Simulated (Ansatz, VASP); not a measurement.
Two plane-wave programs on SnTe

```
Sn Te
1.0
     0.00000    3.28276    3.15650
     3.28276    0.00000    3.15650
     3.28276    3.28276    0.00000
Sn Te
1 1
Cartesian
  0.0000 0.0000 0.0000
  3.2828 3.2828 3.1565
```

Change from the starting cell: strain +0.0400 x Voigt [1, 1, 0, 0, 0, 0], atoms carried along.

Alike in both runs: task single point; functional r2SCAN; k mesh 14 × 14 × 14; occupations gaussian, width 0.15 eV; no spin polarisation.

|  | VASP | Ansatz |
| --- | --- | --- |
| version | VASP 6.6.1 | Ansatz 0.2.0 |
| potentials or method | VASP PAW PBE potentials, release 64 (Sn_d, Te), cutoff 520 eV | scalar-relativistic, plane waves, PAW |
| valence electrons in the cell | 20 | 30 |

Ansatz gave:

```
gap on the k mesh at the Fermi level (eV)                     : 0.19
least direct gap on the mesh (eV)                             : 0.19
pressure (GPa)                                                : -1.8
traceless stress, the component that is largest in VASP (GPa) : 2.77
```

**Question.** Estimate VASP's values.

**Answer.** gap on the k mesh at the Fermi level (eV): 0.19; least direct gap on the mesh (eV): 0.19; pressure (GPa): -1.8; traceless stress, the component that is largest in VASP (GPa): 2.78.

VASP's potentials were made for PBE, not for r2SCAN. VASP's potentials hold 20 valence electrons a cell and Ansatz's 30, so a difference there can come from the potentials and not from the codes.

Spin-orbit coupling is off throughout.
